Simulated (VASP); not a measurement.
Au:

```xyz
1
Lattice="2.6865 0.0000 0.0000 0.0000 2.6865 0.0000 0.0000 0.0000 2.6865" Properties=species:S:1:pos:R:3 pbc="T T T"
Au    0.0000    0.0000    0.0000
```

| Property | Result |
| --- | --- |
| Program | VASP 6.6.1 |
| Task | relaxation of cell and atoms |
| Functional | PBE |
| Potentials or basis | VASP PAW PBE potentials, release 64 (Au) |
| Cutoff | 500 eV |
| k mesh | 14 × 14 × 14 |
| Occupations | fermi-dirac, width 0.1 eV |
| Spin | no spin polarisation |

At the start: pressure 8.3 GPa; volume 19.39 Å³/atom.

**Question.** Where does the relaxation end?

**Answer.** Over 15 steps the energy falls by 32.1 meV/atom and the volume is 20.71 Å³/atom (+6.8 %); space group Pm-3m (No. 221, to 0.05 Å).

Step by step:
```csv
step,energy change (eV),largest force (eV/Å),pressure (GPa),volume (Å³)
1,0.0000,0.0000,8.35,19.39
2,0.0040,0.0000,-6.43,22.36
3,-0.0321,0.0000,-0.09,20.73
4,-0.0321,0.0000,0.04,20.71
5,-0.0321,0.0000,0.04,20.71
6,-0.0321,0.0000,0.04,20.71
7,-0.0321,0.0000,0.04,20.71
8,-0.0321,0.0000,0.04,20.71
9,-0.0321,0.0000,0.04,20.71
10,-0.0321,0.0000,0.04,20.71
11,-0.0321,0.0000,0.04,20.71
12,-0.0321,0.0000,0.04,20.71
13,-0.0321,0.0000,0.04,20.71
14,-0.0321,0.0000,0.04,20.71
15,-0.0321,0.0000,0.04,20.71
```

Final structure:
```cif
data_structure
_symmetry_space_group_name_H-M 'P 1'
_symmetry_Int_Tables_number 1
_cell_length_a 2.7461
_cell_length_b 2.7461
_cell_length_c 2.7461
_cell_angle_alpha 90.000
_cell_angle_beta 90.000
_cell_angle_gamma 90.000
_cell_volume 20.71
loop_
_atom_site_label
_atom_site_type_symbol
_atom_site_fract_x
_atom_site_fract_y
_atom_site_fract_z
_atom_site_occupancy
Au1 Au 0.00000 0.00000 0.00000 1
```
